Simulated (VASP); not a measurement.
Here is a VASP 6.6.1 calculation.

Contents of INCAR:

```
SYSTEM = AgCl
  PREC = Accurate
  ENCUT = 520
  EDIFF = 1E-6
  ISMEAR = -1
  SIGMA = 0.05
  LREAL = .False.
  LASPH = .True.
  NELM = 80
  ALGO = Normal
  ISIF = 2
  LWAVE = .False.
  LCHARG = .True.
  GGA = PS
  LELF = .True.
  LVHAR = .True.
  NBANDS = 16
```

Contents of KPOINTS:

```
Automatic mesh
0
Gamma
  8 8 8
  0 0 0
```

Contents of POSCAR:

```
AgCl
1.0
    0.0000000000      2.7886410693      2.7886410693
    2.7886410693      0.0000000000      2.7886410693
    2.7886410693      2.7886410693      0.0000000000
Ag Cl
1 1
Direct
    0.0000000000      0.0000000000      0.0000000000
    0.5000000000      0.5000000000      0.5000000000
```

Potentials or basis: VASP PAW PBE potentials, release 64 (Ag, Cl).

The run is started by

```console
$ cat potpaw_PBE.64/Ag/POTCAR potpaw_PBE.64/Cl/POTCAR > POTCAR
$ mpirun -np 1 vasp_std > vasp.out
```

(1) What does it give for the band gap on the k mesh?

(2) Estimate the pressure.

Results:

(1) 0.74 eV (least direct gap 2.99 eV).

(2) -3.4 GPa.

Caveat: the cell stands under tension; the PAW data sets were made with another functional, which shifts forces and pressure a little.
